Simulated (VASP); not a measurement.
Input of a VASP 6.6.1 run:

File INCAR:

```
PREC = Accurate ; ENCUT = 520
EDIFF = 1E-6 ; ISMEAR = 0
SIGMA = 0.1 ; LREAL = False
LASPH = True ; NELM = 60
ALGO = Normal ; ISIF = 2
LWAVE = False ; LCHARG = False
GGA = PE ; NBANDS = 47
```

File KPOINTS:

```
regular mesh
0
Gamma
  3 3 2
```

POSCAR

```
Be2S5
1.0
    6.7576342269      0.0384587079     -1.1552602971
   -3.3507186217      5.9248261321      0.7021326919
   -1.5910440641      0.1798584512      9.8216428658
Be S
4 10
Direct
    1.0582640497     -0.0074482354      1.0205407729
    0.5560660107      0.4926550421      1.0208738247
    0.0549690205      0.4945187345      1.0126182247
    0.5510966747      0.9929230541      1.0095992113
    0.2059691602      0.8291506039     -0.0199953562
    0.2356536060      0.3242394642      0.0485857517
    0.7330807858      0.8254799574      0.0416227663
    0.7116396473      0.3287944608      0.9920719822
    0.3575359773      0.4558364701      0.6150864936
    0.0604887259      0.3718773666      0.4451026501
   -0.0706586063      0.5779350308      0.4655062177
    0.4596993542      0.9791893106      0.5729627698
    0.1624889687      0.8954255252      0.4031499516
    0.5903732920      0.7727565484      0.5522747398
```

Potentials or basis: VASP PAW PBE potentials, release 64 (Be, S).

The run is started by

```console
$ cat potpaw_PBE.64/Be/POTCAR potpaw_PBE.64/S/POTCAR > POTCAR
$ mpirun -np 1 vasp_std > vasp.out
```

Task: Estimate the pressure.

Result: -0.2 GPa.

Task: Estimate the band gap on the k mesh.

Result: 2.58 eV (least direct gap 2.62 eV).

Task: Estimate the largest force.

Result: 0.133 eV/Å.

Stress tensor (GPa, compression positive):
```
-0.23  0.00 -0.07
 0.00 -0.26  0.00
-0.07  0.00 -0.10
```

A k mesh can miss the band edges.
